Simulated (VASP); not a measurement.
Input of a VASP 6.6.1 run:

File INCAR:

```
SYSTEM = Li2RuN2
PREC = Accurate
ENCUT = 520
EDIFF = 1E-6
ISMEAR = 1
SIGMA = 0.05
LREAL = .False.
LASPH = .True.
NELM = 60
ALGO = Normal
ISIF = 2
LWAVE = .False.
LCHARG = .False.
NBANDS = 23
```

KPOINTS

```
regular mesh
0
Gamma
  10 10 6
  0 0 0
```

POSCAR

```
Li2RuN2
1.0
    3.1642330000      0.0000000000      0.0000000000
   -1.5821160000      2.7403060000      0.0000000000
    0.0000000000      0.0000000000      5.2114500000
Li Ru N
2 1 2
Direct
    0.6666666667      0.3333333333      0.3601800000
    0.3333333333      0.6666666667      0.6398200000
    0.0000000000      0.0000000000      0.0000000000
    0.6666666667      0.3333333333      0.7869890000
    0.3333333333      0.6666666667      0.2130110000
```

Potentials or basis: VASP PAW LDA potentials, release 64 (Li_sv, Ru_pv, N).

The run is started by

```sh
$ cat potpaw_LDA.64/Li_sv/POTCAR potpaw_LDA.64/Ru_pv/POTCAR potpaw_LDA.64/N/POTCAR > POTCAR
$ mpirun -np 1 vasp_std > vasp.out
```

Estimate the largest force.

0.585 eV/Å.

Predict the band gap on the k mesh.

zero (bands 15 and 16 overlap by 0.42 eV).

Forces on the atoms (eV/Å):
```
Li   0.000  0.000 -0.172
Li   0.000  0.000  0.172
Ru   0.000  0.000  0.000
N    0.000  0.000  0.585
N    0.000  0.000 -0.585
```
